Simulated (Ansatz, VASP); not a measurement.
Cu: VASP beside Ansatz

INCAR

```
SYSTEM = Cu
ALGO = Normal
EDIFF = 1E-6
ENCUT = 520
GGA = PE
ISIF = 2
ISMEAR = 0
LASPH = .True.
LCHARG = .False.
LREAL = .False.
LWAVE = .False.
NBANDS = 12
NELM = 60
PREC = Accurate
SIGMA = 0.018000000000000002
```

File KPOINTS:

```
k-points
0
Gamma
  13 13 13
  0 0 0
```

Contents of POSCAR:

```
Cu
1.0
   -1.4427933200      1.4427933200      1.3760814500
    1.4427933200     -1.4427933200      1.3760814500
    1.4427933200      1.4427933200     -1.3760814500
Cu
1
Direct
    0.0000000000      0.0000000000      0.0000000000
```

The input input.yaml:

```yaml
crystal:
  lattice:
    - [-1.44279332, 1.44279332, 1.37608145]
    - [1.44279332, -1.44279332, 1.37608145]
    - [1.44279332, 1.44279332, -1.37608145]
  atoms:
    - { symbol: Cu, position: [0.0, 0.0, 0.0] }
hamiltonian:
  xc: pbe
  pseudopotentials: { kind: paw }
kpoints:
  mp_grid: { grid: [13, 13, 13] }
scf:
  occupations: { method: gaussian, width: 0.018 }
output:
  forces: true
  stress: true
  eigenvalues: true
```

Alike in both runs: task single point; functional PBE; k mesh 13 × 13 × 13; occupations gaussian, width 0.018 eV; no spin polarisation.

```csv
,VASP,Ansatz
version,VASP 6.6.1,Ansatz 0.2.0
potentials or method,"VASP PAW PBE potentials, release 64 (Cu)",Ansatz PAW
plane-wave cutoff (eV),520,420
valence electrons in the cell,11,19
```

|  | VASP | Ansatz | Ansatz less VASP |
| --- | --- | --- | --- |
| gap on the k mesh at the Fermi level (eV) | none | none | - |
| pressure (GPa) | 7.8 | 7.2 | -0.61 |
| traceless stress, the component that is largest in VASP (GPa) | -0.04 | 0.19 | +0.229 |

A gap of «none» marks a metal or a gap that the smearing closes. With one functional, cell and mesh, what is left measures potentials, basis and numerics. VASP's potentials hold 11 valence electrons a cell and Ansatz's 19, so a difference there can come from the potentials and not from the codes.
